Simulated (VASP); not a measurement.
Crystal: BaTiO3.

```
CELL_PARAMETERS angstrom
-2.91520 -1.57186 -2.38238
-0.07838 3.18554 -2.31649
5.79238 -3.30279 -4.60700
ATOMIC_POSITIONS crystal
Ba 0.02015 0.00445 0.99711
Ba 0.98192 0.99136 0.48832
Ti 0.48071 0.47006 0.74019
Ti 0.48576 0.48046 0.25383
O 0.51091 0.00837 0.75354
O 0.49355 0.03520 0.24498
O 0.51130 0.49479 0.52100
O 0.50051 0.52195 0.00674
O 0.01978 0.52866 0.75337
O 0.03801 0.50729 0.26220
```

```yaml
Program: VASP 6.6.1
Task: relaxation of cell and atoms
Functional: PBE
Potentials_or_basis: VASP PAW PBE potentials, release 64 (Ba_sv, Ti_sv, O)
Cutoff: 600 eV
k_mesh: 4 × 4 × 2
Occupations: gaussian, width 0.1 eV
Spin: no spin polarisation
```

At the start: pressure 8.5 GPa; volume 13.01 Å³/atom.

Question: Where does the relaxation end?

Answer: Over 16 steps the energy falls by 86.9 meV/atom and the volume is 13.53 Å³/atom (+4.0 %); space group P1 (No. 1, to 0.1 Å) before, R3m (No. 160, to 0.1 Å).

The path:
```tsv
step	energy change (eV)	largest force (eV/Å)	pressure (GPa)	volume (Å³)
1	0.0000	3.1084	8.53	130.09
2	-0.2396	2.0874	-9.37	143.46
3	-0.6291	0.8018	-2.90	137.00
4	-0.7942	0.7291	0.64	134.24
5	-0.7964	0.7513	1.17	133.88
6	-0.8416	0.4552	0.07	134.85
7	-0.8420	0.3988	0.13	134.77
8	-0.8596	0.1736	-0.23	135.23
9	-0.8618	0.1859	-0.40	135.46
10	-0.8663	0.1021	0.46	134.96
11	-0.8663	0.1001	0.45	134.97
12	-0.8685	0.0556	-0.09	135.45
13	-0.8685	0.0555	-0.11	135.45
14	-0.8690	0.0334	-0.02	135.37
15	-0.8690	0.0274	-0.02	135.38
16	-0.8691	0.0154	0.02	135.33
```

Final structure:
```xyz
10
Lattice="-2.8855 -1.6657 -2.3758 -0.0013 3.3166 -2.3642 5.7257 -3.3076 -4.7125" Properties=species:S:1:pos:R:3 pbc="T T T"
Ba    2.8465   -1.6551   -9.4207
Ba   -0.0165   -0.0019   -7.0638
Ti    2.8617   -1.6547   -5.7633
Ti   -0.0010   -0.0007   -3.4066
O     2.8481   -3.2779   -4.8313
O    -0.0129   -1.6223   -2.4731
O     1.4450   -0.8444   -4.8343
O    -1.4187    0.8095   -2.4781
O     4.2519   -0.8456   -4.8260
O     1.3894    0.8095   -2.4676
```
